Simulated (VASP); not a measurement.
Here is a VASP 6.6.1 calculation.

INCAR

```
SYSTEM = Hf4H3
PREC     = Accurate       ! precision mode
ENCUT    = 600            ! plane-wave cutoff, eV
EDIFF    = 1E-6           ! SCF threshold, eV
ISMEAR   = 0              ! smearing method
SIGMA    = 0.1            ! smearing width, eV
LREAL    = .False.        ! projectors in reciprocal space
LASPH    = .True.         ! aspherical terms in the spheres
NELM     = 80             ! most SCF steps
ALGO     = Normal         ! electronic algorithm
ISIF     = 4              ! what is computed and relaxed
LWAVE    = .False.        ! write WAVECAR
LCHARG   = .False.        ! write CHGCAR
GGA      = PE             ! functional
IBRION   = 2              ! ionic algorithm
NSW      = 50             ! ionic steps
EDIFFG   = -0.01          ! ionic threshold
```

File KPOINTS:

```
regular mesh
0
Gamma
  8 8 8
  0 0 0
```

POSCAR

```
Hf4H3
1.0
    4.5509105469      0.0000000000      0.0000000000
    0.0000000000      4.5509105469      0.0000000000
    0.0000000000      0.0000000000      4.6421798956
Hf H
4 3
Direct
    0.2561405950      0.2561405950      0.2607295108
    0.7438594050      0.7438594050      0.2607295108
    0.7438594050      0.2561405950      0.7392704892
    0.2561405950      0.7438594050      0.7392704892
    0.0000000000      0.0000000000      0.0000000000
    0.0000000000      0.0000000000      0.5000000000
    0.5000000000      0.5000000000      0.0000000000
```

Potentials or basis: VASP PAW PBE potentials, release 64 (Hf_pv, H).

The run is started by

```bash
$ cat potpaw_PBE.64/Hf_pv/POTCAR potpaw_PBE.64/H/POTCAR > POTCAR
$ mpirun -np 1 vasp_std > vasp.out
```

Task: What does it give for the band gap on the k mesh?

Result: Zero (an odd number of electrons rules out a gap without spin polarisation).

Forces on the atoms (eV/Å):
```
Hf   0.000  0.000 -0.009
Hf   0.000  0.000 -0.009
Hf   0.000  0.000  0.009
Hf   0.000  0.000  0.009
H    0.000  0.000  0.000
H    0.000  0.000  0.000
H    0.000  0.000  0.000
```

Caveat: spin-orbit coupling is left out, which moves the levels of the heavy elements; an odd number of electrons without spin polarisation forces a metal; a magnetic or distorted state may lie lower.
